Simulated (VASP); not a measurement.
Wanted: the native input for a VASP 6.6.1 run.

```yaml
Task: single point
Functional: PBEsol
Potentials_or_basis: VASP PAW PBE potentials, release 64 (Mg)
Cutoff: 520 eV
k_mesh: 28 × 28 × 28
Occupations: gaussian, width 0.1 eV
Spin: no spin polarisation
Dipole_correction: no
Further_INCAR_settings: ALGO = Fast; EDIFF = 1e-07; NBANDS = 7
```

The structure of Mg lies in POSCAR:

```
Mg
1.0
   -1.6548597374      1.6548597374      1.6548597374
    1.6548597374     -1.6548597374      1.6548597374
    1.6548597374      1.6548597374     -1.6548597374
Mg
1
Direct
    0.0000000000      0.0000000000      0.0000000000
```

This isn't the form of Mg at room conditions, which is hcp.

The input as run:

INCAR

```
SYSTEM = Mg
ALGO = Fast ; EDIFF = 1E-7
ENCUT = 520 ; GGA = PS
ISIF = 2 ; ISMEAR = 0
LASPH = .True. ; LCHARG = .False.
LREAL = .False. ; LWAVE = .False.
NBANDS = 7 ; NELM = 80
PREC = Accurate ; SIGMA = 0.1
```

KPOINTS

```
k-points
0
Gamma
  28 28 28
  0 0 0
```

Potentials or basis: VASP PAW PBE potentials, release 64 (Mg).

Run with:

```sh
$ cat potpaw_PBE.64/Mg/POTCAR > POTCAR
$ mpirun -np 1 vasp_std > vasp.out
```

It gave:

The pressure is 12.1 GPa. The band gap on the k mesh is zero (bands 1 and 2 overlap by 4.92 eV).

Caveat: the cell stands under pressure; the PAW data sets were made with another functional, which shifts forces and pressure a little.

Run time: 70 s on 1 thread of Intel Xeon 8259CL, with other jobs on the host, peak memory 0.2 GiB.
